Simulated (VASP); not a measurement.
# HfC (Fm-3m) in VASP: notebook

HfC is run at these levels: LDA; tasks: single point.

Everything below comes from runs of VASP 6.6.1. Logs are shortened: lines on timing, memory, paths and dates and some standing lists are left out, and cuts for length are marked.

## Step 1: The cell of the first run

It takes space group Fm-3m (No. 225, cubic). The conventional cell has a = 4.650 Å, b = 4.650 Å, c = 4.650 Å, α = 90.00°, β = 90.00°, γ = 90.00°. Within 3.1 Å of Hf (site symmetry m-3m) lie 6 C at 2.33 Å. C (site symmetry m-3m) has 6 Hf at 2.33 Å within 3.1 Å.

## Step 2: Single point, LDA, collinear spin, zero start

INCAR reads:

```
PREC     = Accurate       # precision mode
ENCUT    = 520            # plane-wave cutoff, eV
EDIFF    = 1E-6           # SCF threshold, eV
ISMEAR   = -1             # smearing method
SIGMA    = 0.03           # smearing width, eV
LREAL    = False          # projectors in reciprocal space
LASPH    = True           # aspherical terms in the spheres
NELM     = 150            # most SCF steps
ALGO     = Normal         # electronic algorithm
ISIF     = 2              # what is computed and relaxed
LWAVE    = False          # write WAVECAR
LCHARG   = True           # write CHGCAR
ISPIN    = 2              # spin polarisation
MAGMOM   = 0 0            # initial moments
LORBIT   = 11             # projections on sites
NUPDOWN  = 0.0            # fixed moment
LMAXMIX  = 4              # l up to which the mixer works
GGA      = CA             # functional
LELF     = True           # ELF
LVHAR    = True         
NBANDS   = 18             # bands
```

KPOINTS reads:

```
regular mesh
0
Gamma
  14 14 14
```

POSCAR reads:

```
HfC
1.0
    0.0000000000      2.3250000000      2.3250000000
    2.3250000000      0.0000000000      2.3250000000
    2.3250000000      2.3250000000      0.0000000000
Hf C
1 1
Direct
    0.5000000000      0.5000000000      0.5000000000
    0.0000000000      0.0000000000      0.0000000000
```

Potentials or basis: VASP PAW LDA potentials, release 64 (Hf_pv, C).

Launch:

```bash
> cat potpaw_LDA.64/Hf_pv/POTCAR potpaw_LDA.64/C/POTCAR > POTCAR
> mpirun -np 1 vasp_std > vasp.out
```

OUTCAR:

```text
PREC = Accurate
   ENCUT = 520
   EDIFF = 1E-6
   ISMEAR = -1
   LREAL = False
   LASPH = True
   NELM = 150
   ISIF = 2
   ISPIN = 2
   LORBIT = 11
   NUPDOWN = 0.0
   GGA = CA

 ion  position               nearest neighbor table
   1  0.500  0.500  0.500-   2 2.33   2 2.33   2 2.33   2 2.33   2 2.33   2 2.33
   2  0.000  0.000  0.000-   1 2.33   1 2.33   1 2.33   1 2.33   1 2.33   1 2.33

  LATTYP: Found a face centered cubic cell.
 ALAT       =     4.6500000000

  Lattice vectors:

 A1 = (   0.0000000000,   2.3250000000,   2.3250000000)
 A2 = (   2.3250000000,   0.0000000000,   2.3250000000)
 A3 = (   2.3250000000,   2.3250000000,   0.0000000000)

Analysis of symmetry for initial positions (statically):
=====================================================================
 Subroutine PRICEL returns:
 Original cell was already a primitive cell.

 Routine SETGRP: Setting up the symmetry group for a
 face centered cubic supercell.

 Subroutine GETGRP returns: Found 48 space group operations
 (whereof 48 operations were pure point group operations)
 out of a pool of 48 trial point group operations.

The static configuration has the point symmetry O_h .

Analysis of symmetry for dynamics (positions and initial velocities):
=====================================================================
 Subroutine PRICEL returns:
 Original cell was already a primitive cell.

 Routine SETGRP: Setting up the symmetry group for a
 face centered cubic supercell.

 Subroutine GETGRP returns: Found 48 space group operations
 (whereof 48 operations were pure point group operations)
 out of a pool of 48 trial point group operations.

The dynamic configuration has the point symmetry O_h .

Analysis of structural, dynamic, and magnetic symmetry:
=====================================================================
 Subroutine PRICEL returns:
 Original cell was already a primitive cell.

 Routine SETGRP: Setting up the symmetry group for a
 face centered cubic supercell.

 Subroutine GETGRP returns: Found 48 space group operations
 (whereof 48 operations were pure point group operations)
 out of a pool of 48 trial point group operations.

The overall configuration has the point symmetry O_h .

 Subroutine INISYM returns: Found 48 space group operations
 (whereof 48 operations are pure point group operations),
 and found     1 'primitive' translations

----------------------------------------------------------------------------------------

                                     Primitive cell

  volume of cell :      25.1362

  direct lattice vectors                    reciprocal lattice vectors
     0.000000000  2.325000000  2.325000000    -0.215053763  0.215053763  0.215053763
     2.325000000  0.000000000  2.325000000     0.215053763 -0.215053763  0.215053763
     2.325000000  2.325000000  0.000000000     0.215053763  0.215053763 -0.215053763

  length of vectors
     3.288046533  3.288046533  3.288046533     0.372484045  0.372484045  0.372484045

  position of ions in fractional coordinates (direct lattice)
     0.500000000  0.500000000  0.500000000
     0.000000000  0.000000000  0.000000000

  ion indices of the primitive-cell ions
   primitive index   ion index
                 1           1
                 2           2

----------------------------------------------------------------------------------------

 KPOINTS: regular mesh

Automatic generation of k-mesh.
 Grid dimensions read from file:
 generate k-points for:   14   14   14

 Generating k-lattice:

  Cartesian coordinates                     Fractional coordinates (reciprocal lattice)
    -0.015360983  0.015360983  0.015360983     0.071428571  0.000000000  0.000000000
     0.015360983 -0.015360983  0.015360983     0.000000000  0.071428571  0.000000000
     0.015360983  0.015360983 -0.015360983     0.000000000  0.000000000  0.071428571

  Length of vectors
     0.026606003  0.026606003  0.026606003

  Shift w.r.t. Gamma in fractional coordinates (k-lattice)
     0.000000000  0.000000000  0.000000000

 Subroutine IBZKPT returns following result:
 ===========================================

 Found    104 irreducible k-points:

 Following reciprocal coordinates:
            Coordinates               Weight
  0.000000  0.000000  0.000000      1.000000
  0.071429  0.000000  0.000000      8.000000
  0.142857  0.000000  0.000000      8.000000
  0.214286  0.000000  0.000000      8.000000
  0.285714  0.000000  0.000000      8.000000
  0.357143  0.000000  0.000000      8.000000
[... 16 lines left out ...]
  0.214286  0.142857  0.000000     24.000000
  0.285714  0.142857  0.000000     24.000000
 [... further k-points ...]
   k-points           NKPTS =    104   k-points in BZ     NKDIM =    104   number of bands    NBANDS=     18
   number of dos      NEDOS =    301   number of ions     NIONS =      2
   total plane-waves  NPLWV =  13824
   dimension x,y,z NGX =    24 NGY =   24 NGZ =   24
   dimension x,y,z NGXF=    48 NGYF=   48 NGZF=   48
   ions per type =               1   1
   NGX,Y,Z   is equivalent  to a cutoff of  12.13, 12.13, 12.13 a.u.
   NGXF,Y,Z  is equivalent  to a cutoff of  24.27, 24.27, 24.27 a.u.
 SYSTEM =  unknown system
   PREC   = accura    normal or accurate (medium, high low for compatibility)
   ISTART =      0    job   : 0-new  1-cont  2-samecut
   ICHARG =      2    charge: 1-file 2-atom 10-const
   ISPIN  =      2    spin polarized calculation?
   LNONCOLLINEAR =      F non collinear calculations
   LSORBIT =      F    spin-orbit coupling
   LASPH  =      T    aspherical Exc in radial PAW
   ENCUT  =  520.0 eV  38.22 Ry    6.18 a.u.   6.11  6.11  6.11*2*pi/ulx,y,z
   NELM   =    150;   NELMIN=  2; NELMDL= -5     # of ELM steps
   EDIFF  = 0.1E-05   stopping-criterion for ELM
   LREAL  =      F    real-space projection
   EDIFFG = 0.1E-04   stopping-criterion for IOM
   NSW    =      0    number of steps for IOM
   IBRION =     -1    ionic relax: 0-MD 1-quasi-New 2-CG
   NFREE  =      0    steps in history (QN), initial steepest desc. (CG)
   ISIF   =      2    stress and relaxation
   ISYM   =      2    0-nonsym 1-usesym 2-fastsym
   POTIM  = 0.5000    time-step for ionic-motion
   TEBEG  =    0.0;   TEEND  =   0.0 temperature during run
   PSTRESS=    0.0 pullay stress
   NELECT =      14.0000    total number of electrons
   NUPDOWN=       0.0000    fix difference up-down
   EMIN   =  10.00;   EMAX   =-10.00  energy-range for DOS
   EFERMI =   0.00;   METHOD = LEGACY
   ISMEAR =    -1;   SIGMA  =   0.03  broadening in eV -4-tet -1-fermi 0-gaus
   EFERMI_NEDOS =   21; number of points for ismear=-14 and -15
   IALGO  =     38    algorithm
   IMIX   =      4    mixing-type and parameters
     AMIX     =   0.40;   BMIX     =  1.00
     AMIX_MAG =   1.60;   BMIX_MAG =  1.00
  volume/ion in A,a.u.               =      12.57        84.81
  Fermi-wavevector in a.u.,A,eV,Ry     =   1.346949  2.545365 24.684672  1.814272
  Thomas-Fermi vector in A             =   2.474740
   LORBIT       =     11    0 simple, 1 ext, 2 COOP (PROOUT), +10 PAW based schemes
   GGA     = CA    functional components
   LHFCALC =     F    Hartree Fock is set to
   AEXX    =    0.0000 exact exchange contribution
   IVDW    =     0    specifies the selected vdW correction
   LEPSILON=     F    determine dielectric tensor
   LRPA    =     F    only Hartree local field effects (RPA)
 spin polarized calculation
  energy-cutoff  :      520.00
  volume of cell :       25.14
 maximum number of plane-waves:       700
   NGX = 13   NGY = 13   NGZ = 13

 number of electron      14.0000000 magnetization      -0.0000000

 number of electron      14.0000000 magnetization       0.0000000

 Free energy of the ion-electron system (eV)
  ---------------------------------------------------
  ext. energy  EPLUGINS =         0.00000000
  ---------------------------------------------------
  free energy    TOTEN  =       -22.85098473 eV

  energy without entropy =      -22.85000224  energy(sigma->0) =      -22.85049348

 E-fermi :   5.8253     XC(G=0): -12.4881

 val. band max:        5.7980763151   @ k =   0.5000   0.5000   0.0000
 cond. band min:       5.8513658764   @ k =   0.3571   0.2857   0.0000
 fundamental gap:      0.0532895613
 Fermi energy:         5.8252637811

 spin component 1

 k-point     1 :       0.0000    0.0000    0.0000
  band No.  band energies     occupation
      1     -23.5514      1.00000
      2     -23.5514      1.00000
      3     -23.5514      1.00000
      4      -6.2964      1.00000
      5       6.8721      0.00000
      6       6.8721      0.00000
[... 10 lines left out ...]
     17      30.3903      0.00000
     18      30.3903      0.00000
[... 463 lines left out ...]
 k-point    24 :       0.2857    0.1429    0.0000
  band No.  band energies     occupation
      1     -23.8977      1.00000
      2     -23.6379      1.00000
      3     -23.6267      1.00000
      4      -4.7268      1.00000
      5       2.4283      1.00000
      6       4.1846      1.00000
[... 10 lines left out ...]
     17      23.4716      0.00000
     18      26.1582      0.00000

 [... further k-points ...]

 spin component 2

 k-point     1 :       0.0000    0.0000    0.0000
  band No.  band energies     occupation
      1     -23.5514      1.00000
      2     -23.5514      1.00000
      3     -23.5514      1.00000
      4      -6.2964      1.00000
      5       6.8721      0.00000
      6       6.8721      0.00000
[... 10 lines left out ...]
     17      30.3903      0.00000
     18      30.3903      0.00000
[... 463 lines left out ...]
 k-point    24 :       0.2857    0.1429    0.0000
  band No.  band energies     occupation
      1     -23.8977      1.00000
      2     -23.6379      1.00000
      3     -23.6267      1.00000
      4      -4.7268      1.00000
      5       2.4283      1.00000
      6       4.1846      1.00000
[... 10 lines left out ...]
     17      23.4716      0.00000
     18      26.1582      0.00000

 [... further k-points ...]

------------------------ aborting loop because EDIFF is reached ----------------------------------------

  FORCE on cell =-STRESS in cart. coord.  units (eV):
  Direction    XX          YY          ZZ          XY          YZ          ZX
  --------------------------------------------------------------------------------------
  -------------------------------------------------------------------------------------
  Total       -1.8293470     -1.8293470     -1.8293470      0.0000000     -0.0000000     -0.0000000
  in kB     -116.6024850   -116.6024850   -116.6024850      0.0000000     -0.0000000     -0.0000000
  external PRESSURE =    -116.6024850 kB  Pullay stress =       0.0000000 kB

 VOLUME and BASIS-vectors are now :
 -----------------------------------------------------------------------------
  energy-cutoff  :      520.00
  volume of cell :       25.14
      direct lattice vectors                 reciprocal lattice vectors
     0.000000000  2.325000000  2.325000000    -0.215053763  0.215053763  0.215053763
     2.325000000  0.000000000  2.325000000     0.215053763 -0.215053763  0.215053763
     2.325000000  2.325000000  0.000000000     0.215053763  0.215053763 -0.215053763

 POSITION                                       TOTAL-FORCE (eV/Angst)
 -----------------------------------------------------------------------------------
      2.32500      2.32500      2.32500         0.000000     -0.000000      0.000000
      0.00000      0.00000      0.00000        -0.000000      0.000000     -0.000000
 -----------------------------------------------------------------------------------
    total drift:                                0.000000     -0.000000      0.000000

  FREE ENERGIE OF THE ION-ELECTRON SYSTEM (eV)
  ---------------------------------------------------
  free  energy   TOTEN  =       -22.8509847288 eV

  energy  without entropy=      -22.8500022359  energy(sigma->0) =      -22.85049348

 total charge

# of ion       s       p       d       tot
------------------------------------------
    1        0.313   6.625   1.697   8.635
    2        0.864   1.509   0.000   2.372
--------------------------------------------------
tot          1.176   8.133   1.697  11.007

 magnetization (x)

# of ion       s       p       d       tot
------------------------------------------
    1        0.000   0.000   0.000   0.000
    2        0.000  -0.000   0.000  -0.000
--------------------------------------------------
tot          0.000  -0.000   0.000  -0.000
```

Run time: 60 s. Hardware: 1 thread of Intel Xeon 8259CL, shared host; peak memory 0.19 GiB.

Results:

| Item | Value |
| --- | --- |
| Free energy | -22.8510 eV |
| Pressure | -11.7 GPa |
| Net moment | 0.00 μB per cell |
| Valence electrons inside the program's atomic spheres | Hf 8.63; C 2.37 |

Caveat: the cell stands under tension; spin-orbit coupling is left out, which moves the levels of the heavy elements; the total moment is fixed, so each spin has its own Fermi level.

## Step 3: Single point, LDA, collinear spin

INCAR reads:

```
PREC = Accurate ; ENCUT = 520
EDIFF = 1E-6 ; ISMEAR = -1
SIGMA = 0.03 ; LREAL = False
LASPH = True ; NELM = 150
ALGO = Normal ; ISIF = 2
LWAVE = False ; LCHARG = True
ISPIN = 2 ; MAGMOM = 0.6 0
LORBIT = 11 ; LMAXMIX = 4
LELF = True ; LVHAR = True
NBANDS = 18
```

KPOINTS is that of step 2.

POSCAR is that of step 2.

Potentials or basis: VASP PAW LDA potentials, release 64 (Hf_pv, C).

Launch:

```bash
> cat potpaw_LDA.64/Hf_pv/POTCAR potpaw_LDA.64/C/POTCAR > POTCAR
> mpirun -np 1 vasp_std > vasp.out
```

Run time: 74 s. Hardware: 1 thread of Intel Xeon 8259CL, shared host; peak memory 0.19 GiB.

It converged, with:

* Free energy: -22.8510 eV
* Pressure: -11.6 GPa
* Band gap on the k mesh: zero (filled and empty bands overlap)
* Net moment: 0.00 μB per cell
* Valence electrons inside the program's atomic spheres: Hf 8.63; C 2.37

Levels at points of the mesh, in eV from the Fermi level:
Spin up:
| k point | band 5 | band 6 | band 7 | band 8 | band 9 | band 10 |
| --- | --- | --- | --- | --- | --- | --- |
| (0.00, 0.00, 0.00) | 1.05 | 1.05 | 1.05 | 1.32 | 1.32 | 1.32 |
| (0.50, 0.00, 0.00) | -6.10 | -2.97 | -2.97 | 5.23 | 5.23 | 5.72 |
| (0.50, 0.50, 0.00) | -2.47 | -1.81 | -0.03 | -0.03 | 5.26 | 6.65 |
Spin down:
| k point | band 3 | band 4 | band 5 | band 6 | band 7 | band 8 | band 9 | band 10 | band 11 | band 12 |
| --- | --- | --- | --- | --- | --- | --- | --- | --- | --- | --- |
| (0.00, 0.00, 0.00) | -29.38 | -12.12 | 1.05 | 1.05 | 1.05 | 1.32 | 1.32 | 1.32 | 3.35 | 3.35 |
| (0.50, 0.00, 0.00) | -29.45 | -8.29 | -6.10 | -2.97 | -2.97 | 5.23 | 5.23 | 5.72 | 6.66 | 11.35 |
| (0.50, 0.50, 0.00) | -29.62 | -10.21 | -2.47 | -1.81 | -0.03 | -0.03 | 5.26 | 6.65 | 6.65 | 8.39 |

Caveat: the cell stands under tension; spin-orbit coupling is left out, which moves the levels of the heavy elements.

(Part 1 of 2 ends here.)
